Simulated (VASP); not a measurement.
# ZnS (Cm) in VASP: notebook

Runs on ZnS. Level: PBE. Tasks: single point.

Everything below comes from runs of VASP 6.6.1. Logs are shortened: lines on timing, memory, paths and dates and some standing lists are left out, and cuts for length are marked.

### 1 The cell of the first run

It takes space group Cm (No. 8, monoclinic). Conventional cell: a = 6.663 Å, b = 3.847 Å, c = 13.024 Å, α = 90.00°, β = 104.82°, γ = 90.00°. Within 3.1 Å of Zn (site symmetry m) lie 4 S at 2.36 Å. Zn (site symmetry m) has 4 S at 2.36 Å within 3.1 Å. Within 3.1 Å of Zn (site symmetry m) lie 5 S at 2.36 to 3.05 Å. Zn (site symmetry m) has 4 S at 2.36 Å within 3.1 Å. S (site symmetry m) has 4 Zn at 2.36 Å within 3.1 Å. S (site symmetry m) has 4 Zn at 2.36 Å within 3.1 Å. S (site symmetry m) has 5 Zn at 2.36 to 3.05 Å within 3.1 Å. Within 3.1 Å of S (site symmetry m) lie 4 Zn at 2.36 Å.

### 2 Single point, PBE

Contents of INCAR:

```
PREC     = Accurate       # precision mode
ENCUT    = 520            # plane-wave cutoff, eV
EDIFF    = 1E-6           # SCF threshold, eV
ISMEAR   = 0              # smearing method
SIGMA    = 0.05           # smearing width, eV
LREAL    = False          # projectors in reciprocal space
LASPH    = True           # aspherical terms in the spheres
NELM     = 60             # most SCF steps
ALGO     = Normal         # electronic algorithm
ISIF     = 2              # what is computed and relaxed
LWAVE    = False          # write WAVECAR
LCHARG   = False          # write CHGCAR
GGA      = PE             # functional
NBANDS   = 46             # bands
```

Contents of KPOINTS:

```
regular mesh
0
Gamma
  8 8 2
```

Contents of POSCAR:

```
ZnS
1.0
   -3.8467234434      0.0000000000      0.0000000000
   -1.9233617217     -3.3313602233      0.0000000000
   -2.8850425825     -1.6656801117     12.5902250239
Zn S
4 4
Direct
   -0.3281251735     -0.3281251735      0.6562503469
   -0.0781251735     -0.0781251735      0.1562503469
   -0.1197789235     -0.1197789235      0.9062245137
    0.4635544098      0.4635544098      0.4062245137
   -0.4217448489     -0.4217448489      0.8434896978
   -0.1717448489      0.8282551511      0.3434896978
    0.2864156126      0.2864156126      0.0938354415
    0.3697489459      0.3697489459      0.5938354415
```

Potentials or basis: VASP PAW PBE potentials, release 64 (Zn, S).

On the command line:

```
$ cat potpaw_PBE.64/Zn/POTCAR potpaw_PBE.64/S/POTCAR > POTCAR
$ mpirun -np 1 vasp_std > vasp.out
```

OUTCAR:

```text
PREC = Accurate
   ENCUT = 520
   EDIFF = 1E-6
   ISMEAR = 0
   LREAL = False
   LASPH = True
   NELM = 60
   ISIF = 2
   GGA = PE

 ion  position               nearest neighbor table
   1  0.672  0.672  0.656-   8 2.36   8 2.36   8 2.36   5 2.36
   2  0.922  0.922  0.156-   7 2.36   7 2.36   7 2.36   6 2.36
   3  0.880  0.880  0.906-   5 2.36   5 2.36   5 2.36
   4  0.464  0.464  0.406-   6 2.36   6 2.36   6 2.36   8 2.36
   5  0.578  0.578  0.843-   3 2.36   3 2.36   3 2.36   1 2.36
   6  0.828  0.828  0.343-   4 2.36   4 2.36   4 2.36   2 2.36
   7  0.286  0.286  0.094-   2 2.36   2 2.36   2 2.36
   8  0.370  0.370  0.594-   1 2.36   1 2.36   1 2.36   4 2.36

  LATTYP: Found a face centered orthorhombic cell.
 ALAT       =     3.8467234434
 B/A-ratio  =     1.7320508076
 C/A-ratio  =     6.5459475885

  Lattice vectors:

 A1 = (  -2.8850425825,  -1.6656801117,  12.5902250239)
 A2 = (  -0.9616808608,   1.6656801116,  12.5902250239)
 A3 = (  -3.8467234434,   0.0000000000,   0.0000000000)

Analysis of symmetry for initial positions (statically):
=====================================================================
 Subroutine PRICEL returns:
 Original cell was already a primitive cell.

 Routine SETGRP: Setting up the symmetry group for a
 face centered orthorhombic supercell.

 Subroutine GETGRP returns: Found  2 space group operations
 (whereof  2 operations were pure point group operations)
 out of a pool of  8 trial point group operations.

The static configuration has the point symmetry C_1h.

Analysis of symmetry for dynamics (positions and initial velocities):
=====================================================================
 Subroutine PRICEL returns:
 Original cell was already a primitive cell.

 Routine SETGRP: Setting up the symmetry group for a
 face centered orthorhombic supercell.

 Subroutine GETGRP returns: Found  2 space group operations
 (whereof  2 operations were pure point group operations)
 out of a pool of  8 trial point group operations.

The dynamic configuration has the point symmetry C_1h.

 Subroutine INISYM returns: Found  2 space group operations
 (whereof  2 operations are pure point group operations),
 and found     1 'primitive' translations

[... 129 lines left out ...]
   LREAL  =      F    real-space projection
   EDIFFG = 0.1E-04   stopping-criterion for IOM
   NSW    =      0    number of steps for IOM
   IBRION =     -1    ionic relax: 0-MD 1-quasi-New 2-CG
   NFREE  =      0    steps in history (QN), initial steepest desc. (CG)
   ISIF   =      2    stress and relaxation
   ISYM   =      2    0-nonsym 1-usesym 2-fastsym
   POTIM  = 0.5000    time-step for ionic-motion
   TEBEG  =    0.0;   TEEND  =   0.0 temperature during run
   PSTRESS=    0.0 pullay stress
   NELECT =      72.0000    total number of electrons
   NUPDOWN=      -1.0000    fix difference up-down
   EMIN   =  10.00;   EMAX   =-10.00  energy-range for DOS
   EFERMI =   0.00;   METHOD = LEGACY
   ISMEAR =     0;   SIGMA  =   0.05  broadening in eV -4-tet -1-fermi 0-gaus
   EFERMI_NEDOS =   21; number of points for ismear=-14 and -15
   IALGO  =     38    algorithm
   IMIX   =      4    mixing-type and parameters
     AMIX     =   0.40;   BMIX     =  1.00
     AMIX_MAG =   1.60;   BMIX_MAG =  1.00
  volume/ion in A,a.u.               =      20.17       136.10
  Fermi-wavevector in a.u.,A,eV,Ry     =   1.251037  2.364118 21.294406  1.565095
  Thomas-Fermi vector in A             =   2.385004
   LORBIT       =      0    0 simple, 1 ext, 2 COOP (PROOUT), +10 PAW based schemes
   GGA     = PE    functional components
   LHFCALC =     F    Hartree Fock is set to
   AEXX    =    0.0000 exact exchange contribution
   IVDW    =     0    specifies the selected vdW correction
   LEPSILON=     F    determine dielectric tensor
   LRPA    =     F    only Hartree local field effects (RPA)
 non-spin polarized calculation
 Gauss-broadening in eV      SIGMA  =   0.05
  energy-cutoff  :      520.00
  volume of cell :      161.34
 maximum number of plane-waves:      4368
 NGX is ok and might be reduce to    30

 number of electron      72.0000033 magnetization

 Free energy of the ion-electron system (eV)
  ---------------------------------------------------
  ext. energy  EPLUGINS =         0.00000000
  ---------------------------------------------------
  free energy    TOTEN  =       -26.66353615 eV

  energy without entropy =      -26.66353615  energy(sigma->0) =      -26.66353615

 E-fermi :   2.3770     XC(G=0):  -9.5634

 val. band max:        2.1504155435   @ k =   0.0000   0.0000   0.0000
 cond. band min:       3.5085729447   @ k =   0.0000   0.0000   0.0000
 fundamental gap:      1.3581574012
 Fermi energy:         2.3770133567

 k-point     1 :       0.0000    0.0000    0.0000
  band No.  band energies     occupation
      1     -11.2161      2.00000
      2     -10.7475      2.00000
      3     -10.4619      2.00000
      4      -9.9396      2.00000
      5      -4.7386      2.00000
      6      -4.7261      2.00000
[... 1165 lines left out ...]
     45       8.9578      0.00000
     46       9.2053      0.00000

 [... further k-points ...]

------------------------ aborting loop because EDIFF is reached ----------------------------------------

  FORCE on cell =-STRESS in cart. coord.  units (eV):
  Direction    XX          YY          ZZ          XY          YZ          ZX
  --------------------------------------------------------------------------------------
  -------------------------------------------------------------------------------------
  Total       -0.5531851     -1.3569850      0.8799173      0.6961112      0.4262767      0.7383330
  in kB       -5.4933212    -13.4753356      8.7378863      6.9126272      4.2330762      7.3319042
  external PRESSURE =      -3.4102568 kB  Pullay stress =       0.0000000 kB

 VOLUME and BASIS-vectors are now :
 -----------------------------------------------------------------------------
  energy-cutoff  :      520.00
  volume of cell :      161.34
      direct lattice vectors                 reciprocal lattice vectors
    -3.846723443  0.000000000  0.000000000    -0.259961501  0.150088843 -0.039713349
    -1.923361722 -3.331360223  0.000000000     0.000000000 -0.300177685 -0.039713349
    -2.885042583 -1.665680112 12.590225024     0.000000000  0.000000000  0.079426698

 POSITION                                       TOTAL-FORCE (eV/Angst)
 -----------------------------------------------------------------------------------
     -5.77009     -3.33136      8.26234        -0.039892     -0.023032     -0.169004
     -5.77009     -3.33136      1.96723        -0.170835     -0.098632      0.091543
     -7.69345     -4.44181     11.40957         0.079842      0.046097      0.064262
     -3.84672     -2.22091      5.11446        -0.007042     -0.004065     -0.180293
     -5.77009     -3.33136     10.61973        -0.212700     -0.122802      0.097728
     -5.77009     -3.33136      4.32461         0.028901      0.016686      0.202248
     -1.92336     -1.11045      1.18141         0.330656      0.190904     -0.261800
     -3.84672     -2.22091      7.47652        -0.008930     -0.005156      0.155316
 -----------------------------------------------------------------------------------
    total drift:                                0.001665      0.000961     -0.002569

  FREE ENERGIE OF THE ION-ELECTRON SYSTEM (eV)
  ---------------------------------------------------
  free  energy   TOTEN  =       -26.6635361462 eV

  energy  without entropy=      -26.6635361462  energy(sigma->0) =      -26.66353615
```

stdout:

```text
POSCAR found type information on POSCAR ZnS
 POSCAR found :  2 types and       8 ions
 scaLAPACK will be used
 LDA part: xc-table for (Slater+PW92), standard interpolation
 -----------------------------------------------------------------------------
|                                                                             |
|           W    W    AA    RRRRR   N    N  II  N    N   GGGG   !!!           |
|           W    W   A  A   R    R  NN   N  II  NN   N  G    G  !!!           |
|           W    W  A    A  R    R  N N  N  II  N N  N  G       !!!           |
|           W WW W  AAAAAA  RRRRR   N  N N  II  N  N N  G  GGG   !            |
|           WW  WW  A    A  R   R   N   NN  II  N   NN  G    G                |
|           W    W  A    A  R    R  N    N  II  N    N   GGGG   !!!           |
|                                                                             |
|     Your reciprocal lattice and k-lattice belong to different lattice       |
|     classes:                                                                |
|                                                                             |
|        The reciprocal lattice is body-centered orthorhombic,                |
|        whereas your k-lattice is base-centered monoclinic.                  |
|                                                                             |
|     Results are often still useful ...                                      |
|                                                                             |
 -----------------------------------------------------------------------------

 POSCAR, INCAR and KPOINTS ok, starting setup
 FFT: planning ... GRIDC
 FFT: planning ... GRID_SOFT
 FFT: planning ... GRID
 WAVECAR not read
 entering main loop
```

It took 11 min on 1 thread of Intel Xeon 8259CL, shared host; peak memory 0.42 GiB.

Results:

```yaml
Free_energy: -26.6635 eV
Pressure: -0.3 GPa
Largest_force: 0.463 eV/Å
Band_gap_on_the_k_mesh: 1.36 eV
```

Forces on the atoms (eV/Å):
```
Zn  -0.040 -0.023 -0.169
Zn  -0.171 -0.099  0.092
Zn   0.080  0.046  0.064
Zn  -0.007 -0.004 -0.180
S   -0.213 -0.123  0.098
S    0.029  0.017  0.202
S    0.331  0.191 -0.262
S   -0.009 -0.005  0.155
```

Levels at points of the mesh, in eV from the valence-band top:
```
           k point  band 33  band 34  band 35  band 36  band 37  band 38  band 39  band 40
(0.00, 0.00, 0.00)    -0.43    -0.17    -0.13     0.00     1.36     2.86     3.12     3.28
(0.50, 0.00, 0.00)    -1.87    -1.57    -1.08    -0.70     2.15     3.41     3.56     4.03
(0.50, 0.50, 0.00)    -1.70    -1.66    -1.11    -1.00     2.26     3.46     3.59     3.84
(0.00, 0.00, 0.50)    -0.54    -0.44    -0.12    -0.09     1.90     2.72     2.99     3.31
(0.50, 0.00, 0.50)    -1.88    -1.55    -1.09    -0.68     2.13     3.36     3.54     4.02
(0.50, 0.50, 0.50)    -1.74    -1.40    -1.11    -0.88     2.06     3.16     3.52     4.04
```

### 3 Single point, PBE

This run uses another cell than the first one, of the same volume but with other edges.

Contents of INCAR:

```
PREC = Accurate
ENCUT = 520
EDIFF = 1E-6
ISMEAR = 0
SIGMA = 0.05
LREAL = False
LASPH = True
NELM = 60
ALGO = Normal
ISIF = 2
LWAVE = False
LCHARG = False
GGA = PE
NBANDS = 46
```

Contents of KPOINTS:

```
Automatic mesh
0
Gamma
  8 8 2
```

Contents of POSCAR:

```
ZnS
1.0
   -3.8467234434      0.0000000000      0.0000000000
   -1.9233617217     -3.3313602233      0.0000000000
   -5.2894370708     -3.0538579167     12.5902250239
Zn S
4 4
Direct
   -0.6015846930     -0.6015846930      0.6562503469
   -0.1432346930     -0.1432346930      0.1562503469
   -0.4974026784     -0.4974026784      0.9062245137
    0.2942806550      0.2942806550      0.4062245137
   -0.7732270060     -0.7732270060      0.8434896978
   -0.3148770060      0.6851229940      0.3434896978
    0.2473143841      0.2473143841      0.0938354415
    0.1222977174      0.1222977174      0.5938354415
```

Potentials or basis: VASP PAW PBE potentials, release 64 (Zn, S).

On the command line:

```
$ cat potpaw_PBE.64/Zn/POTCAR potpaw_PBE.64/S/POTCAR > POTCAR
$ mpirun -np 1 vasp_std > vasp.out
```

Run time: 5.3 min. Hardware: 1 thread of Intel Xeon Platinum 8375C at 2.90GHz (Ice Lake), shared host; peak memory 0.42 GiB.

Results (log left out):

| Property | Result |
| --- | --- |
| Free energy | -27.2962 eV |
| Pressure | 0.0 GPa |
| Largest force | 0.470 eV/Å |
| Band gap on the k mesh | 1.91 eV |

Forces in eV/Å, atoms in the order of the input:
```
Zn   0.021  0.012 -0.023
Zn   0.069  0.040  0.020
Zn   0.147  0.085  0.152
Zn   0.011  0.006 -0.024
S    0.152  0.087  0.008
S   -0.035 -0.020  0.028
S   -0.375 -0.217 -0.181
S    0.010  0.006  0.021
```

Stress tensor (GPa, compression positive):
```
 0.17  0.28 -1.08
 0.28 -0.15 -0.62
-1.08 -0.62 -0.06
```

Levels at points of the mesh, in eV from the valence-band top:
```tsv
k point	band 32	band 33	band 34	band 35	band 36	band 37	band 38	band 39	band 40	band 41
(0.00, 0.00, 0.00)	-0.51	-0.50	-0.18	-0.11	0.00	1.91	3.09	3.25	3.42	6.11
(0.50, 0.00, 0.00)	-1.99	-1.59	-1.51	-1.13	-1.10	3.50	3.70	3.83	3.93	4.32
(0.50, 0.50, 0.00)	-1.65	-1.61	-1.58	-1.11	-0.93	2.99	3.38	3.65	4.26	4.86
(0.00, 0.00, 0.50)	-0.77	-0.29	-0.26	-0.20	-0.20	2.70	2.83	3.17	3.24	6.10
(0.50, 0.00, 0.50)	-1.69	-1.66	-1.58	-1.13	-0.87	3.06	3.33	3.73	4.22	4.65
(0.50, 0.50, 0.50)	-2.03	-1.72	-1.33	-1.18	-1.12	3.28	3.68	3.82	3.97	4.46
```

### 4 Single point, PBE

This run uses another cell than the first one, of the same volume but with other edges.

Contents of INCAR:

```
SYSTEM = ZnS
PREC = Accurate
ENCUT = 520
EDIFF = 1E-6
ISMEAR = 0
SIGMA = 0.05
LREAL = .FALSE.
LASPH = .TRUE.
NELM = 100
ALGO = Normal
ISIF = 2
LWAVE = .FALSE.
LCHARG = .TRUE.
GGA = PE
LELF = .TRUE.
LVHAR = .TRUE.
NBANDS = 46
```

Contents of KPOINTS:

```
regular mesh
0
G
  8 8 2
  0 0 0
```

Contents of POSCAR:

```
ZnS
1.0
   -3.8467234434      0.0000000000      0.0000000000
   -1.9233617217     -3.3313602233      0.0000000000
   -1.4425212913     -0.8328400558     12.5902250239
Zn S
4 4
Direct
   -0.1640625867     -0.1640625867      0.6562503469
   -0.0390625867     -0.0390625867      0.1562503469
    0.1067772049      0.1067772049      0.9062245137
    0.5651105382      0.5651105382      0.4062245137
   -0.2108724244     -0.2108724244      0.8434896978
   -0.0858724245      0.9141275756      0.3434896978
    0.3098744730      0.3098744730      0.0938354415
    0.5182078063      0.5182078063      0.5938354415
```

Potentials or basis: VASP PAW PBE potentials, release 64 (Zn, S).

On the command line:

```
$ cat potpaw_PBE.64/Zn/POTCAR potpaw_PBE.64/S/POTCAR > POTCAR
$ mpirun -np 1 vasp_std > vasp.out
```

OUTCAR:

```text
SYSTEM = ZnS
   PREC = Accurate
   ENCUT = 520
   EDIFF = 1E-6
   ISMEAR = 0
   LREAL = .FALSE.
   LASPH = .TRUE.
   NELM = 100
   ISIF = 2
   GGA = PE

 ion  position               nearest neighbor table
   1  0.836  0.836  0.656-   8 2.36   8 2.36   8 2.36   5 2.36
   2  0.961  0.961  0.156-   7 2.36   7 2.36   7 2.36   6 2.36
   3  0.107  0.107  0.906-   5 2.36   5 2.36   5 2.36   7 2.89
   4  0.565  0.565  0.406-   6 2.36   6 2.36   6 2.36   8 2.36
   5  0.789  0.789  0.843-   3 2.36   3 2.36   3 2.36   1 2.36
   6  0.914  0.914  0.343-   4 2.36   4 2.36   4 2.36   2 2.36
   7  0.310  0.310  0.094-   2 2.36   2 2.36   2 2.36   3 2.89
[... 1392 lines left out ...]
  Total       -1.2503792     -0.3829062      0.0438185     -0.7512536      0.4786552      0.8290550
  in kB      -12.4167020     -3.8023923      0.4351326     -7.4602110      4.7532132      8.2328062
  external PRESSURE =      -5.2613206 kB  Pullay stress =       0.0000000 kB

 VOLUME and BASIS-vectors are now :
 -----------------------------------------------------------------------------
  energy-cutoff  :      520.00
  volume of cell :      161.34
      direct lattice vectors                 reciprocal lattice vectors
    -3.846723443  0.000000000  0.000000000    -0.259961501  0.150088843 -0.019856674
    -1.923361722 -3.331360223  0.000000000     0.000000000 -0.300177685 -0.019856674
    -1.442521291 -0.832840056 12.590225024     0.000000000  0.000000000  0.079426698

 POSITION                                       TOTAL-FORCE (eV/Angst)
 -----------------------------------------------------------------------------------
     -5.77009     -3.33136      8.26234         0.003815      0.002203     -0.160676
     -5.77009     -3.33136      1.96723         0.059632      0.034428      0.060774
     -1.92336     -1.11045     11.40957        -0.292024     -0.168600      0.076159
     -3.84672     -2.22091      5.11446        -0.006607     -0.003815     -0.181013
     -5.77009     -3.33136     10.61973        -0.009452     -0.005457      0.312113
     -5.77009     -3.33136      4.32461         0.012545      0.007243      0.194372
     -1.92336     -1.11045      1.18141         0.237142      0.136914     -0.465132
     -3.84672     -2.22091      7.47652        -0.005051     -0.002916      0.163404
 -----------------------------------------------------------------------------------
    total drift:                                0.000055      0.000032     -0.000060

  FREE ENERGIE OF THE ION-ELECTRON SYSTEM (eV)
  ---------------------------------------------------
  free  energy   TOTEN  =       -26.7825656932 eV

  energy  without entropy=      -26.7825656932  energy(sigma->0) =      -26.78256569
```

It took 8.6 min on 1 thread of Intel Xeon 8259CL, shared host; peak memory 0.41 GiB.

Results:

- Free energy: -26.7826 eV
- Pressure: -0.5 GPa
- Largest force: 0.540 eV/Å
- Band gap on the k mesh: 1.52 eV

Forces in eV/Å, atoms in the order of the input:
```
Zn   0.004  0.002 -0.161
Zn   0.060  0.034  0.061
Zn  -0.292 -0.169  0.076
Zn  -0.007 -0.004 -0.181
S   -0.009 -0.005  0.312
S    0.013  0.007  0.194
S    0.237  0.137 -0.465
S   -0.005 -0.003  0.163
```

Stress tensor (GPa, compression positive):
```
-1.24 -0.75  0.82
-0.75 -0.38  0.48
 0.82  0.48  0.04
```

[end of part 1 of 2]
